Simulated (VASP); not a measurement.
NbH5: single point with PBE

The system is NbH5.

```
Nb H
1.0
     0.00000    2.95698    2.95698
     2.95698    0.00000    2.95698
     2.95698    2.95698    0.00000
Nb H
1 5
Direct
  0.00000 0.00000 0.00000
  0.25000 0.25000 0.25000
  0.12776 0.62408 0.62408
  0.62408 0.62408 0.62408
  0.62408 0.62408 0.12776
  0.62408 0.12776 0.62408
```

```yaml
Program: VASP 6.6.1
Task: single point
Functional: PBE
Potentials_or_basis: VASP PAW PBE potentials, release 64 (Nb_sv, H)
Cutoff: 520 eV
k_mesh: 6 × 6 × 6
Occupations: gaussian, width 0.1 eV
Spin: no spin polarisation
```

- Pressure: -32.3 GPa
- Largest force: 0.310 eV/Å
- Band gap on the k mesh: zero (band 9 reaches 3.35 eV, above the bottom of band 10 at 3.10 eV)

Forces on the atoms (eV/Å):
```
Nb   0.000  0.000  0.000
H    0.000  0.000  0.000
H    0.179 -0.179 -0.179
H    0.179  0.179  0.179
H   -0.179 -0.179  0.179
H   -0.179  0.179 -0.179
```

Levels at points of the mesh, in eV from the Fermi level:
```
           k point  band 7  band 8  band 9  band 10  band 11  band 12
(0.00, 0.00, 0.00)   -1.55   -1.55   -0.34    -0.04    -0.04     2.27
(0.50, 0.00, 0.00)   -2.05   -2.05   -0.26     0.49     0.49     1.47
(0.50, 0.50, 0.00)   -3.80   -0.55   -0.55     0.46     0.72     0.72
```

Run time: 56 s on 1 thread of AMD EPYC 7571, on a shared host, peak memory 0.14 GiB.
